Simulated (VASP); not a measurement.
Write the native input for VASP 6.6.1 that does the following.

| Property | Result |
| --- | --- |
| Task | single point |
| Functional | PBE |
| Potentials or basis | VASP PAW PBE potentials, release 64 (Sr_sv, Mn_pv) |
| Cutoff | 520 eV |
| k mesh | 6 × 6 × 6 |
| Occupations | gaussian, width 0.1 eV |
| Spin | collinear spin, ferromagnetic start |
| Starting moments | [0.0, 3.53, 3.53] μB |
| Dipole correction | no |
| Further INCAR settings | ALGO = Normal; EDIFF = 1e-06; NBANDS = 29 |

The structure of SrMn2 lies in POSCAR:

```
SrMn2
1.0
    0.0000000000      3.6371752866      3.6371752866
    3.6371752866      0.0000000000      3.6371752866
    3.6371752866      3.6371752866      0.0000000000
Sr Mn
1 2
Direct
    0.0000000000      0.0000000000      0.0000000000
    0.2500000000      0.2500000000      0.2500000000
    0.7500000000      0.7500000000      0.7500000000
```

The input as run:

INCAR

```
PREC = Accurate
ENCUT = 520
EDIFF = 1E-6
ISMEAR = 0
SIGMA = 0.1
LREAL = False
LASPH = True
NELM = 150
ALGO = Normal
ISIF = 2
LWAVE = False
LCHARG = False
ISPIN = 2
MAGMOM = 0 3.53 3.53
LORBIT = 11
LMAXMIX = 4
GGA = PE
NBANDS = 29
```

KPOINTS

```
Automatic mesh
0
Gamma
  6 6 6
```

Potentials or basis: VASP PAW PBE potentials, release 64 (Sr_sv, Mn_pv).

The run is started by

```console
$ cat potpaw_PBE.64/Sr_sv/POTCAR potpaw_PBE.64/Mn_pv/POTCAR > POTCAR
$ mpirun -np 1 vasp_std > vasp.out
```

It gave:

The pressure is -0.1 GPa, the net moment is 8.41 μB per cell and the site moments are Sr -0.04; Mn +4.04 μB. The valence electrons inside the program's atomic spheres are Sr 8.07; Mn 11.36.

Run time: 3.1 min on 1 thread of Oxide Virtual Turin-like Processor (shared host), peak memory 0.28 GiB.
